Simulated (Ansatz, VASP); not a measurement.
# One calculation of YMn4, two programs

```xyz
5
Lattice="4.2734 0.0000 0.0000 0.0000 4.2734 0.0000 0.0000 0.0000 4.2734" Properties=species:S:1:pos:R:3 pbc="T T T"
Y     0.0000    0.0000    0.0000
Mn    2.1367    2.1367    2.1367
Mn    0.0000    2.1367    2.1367
Mn    2.1367    0.0000    2.1367
Mn    2.1367    2.1367    0.0000
```

Alike in both runs: task single point; functional r2SCAN; k mesh 8 × 8 × 8; no spin polarisation.

|  | VASP | Ansatz |
| --- | --- | --- |
| version | VASP 6.6.1 | Ansatz 0.2.0 |
| potentials or method | VASP PAW PBE potentials, release 64 (Y_sv, Mn_pv), cutoff 520 eV | PAW plane waves |
| occupations | fermi-dirac, width 0.1 eV | fermi-dirac |
| valence electrons in the cell | 63 | 71 |

Ansatz gave:

- pressure (GPa): -4.2

Q: What did VASP give for the same quantities?

A: Pressure (GPa): -3.6.

VASP's potentials were made for PBE, not for r2SCAN. VASP's potentials hold 63 valence electrons a cell and Ansatz's 71, so a difference there can come from the potentials and not from the codes.
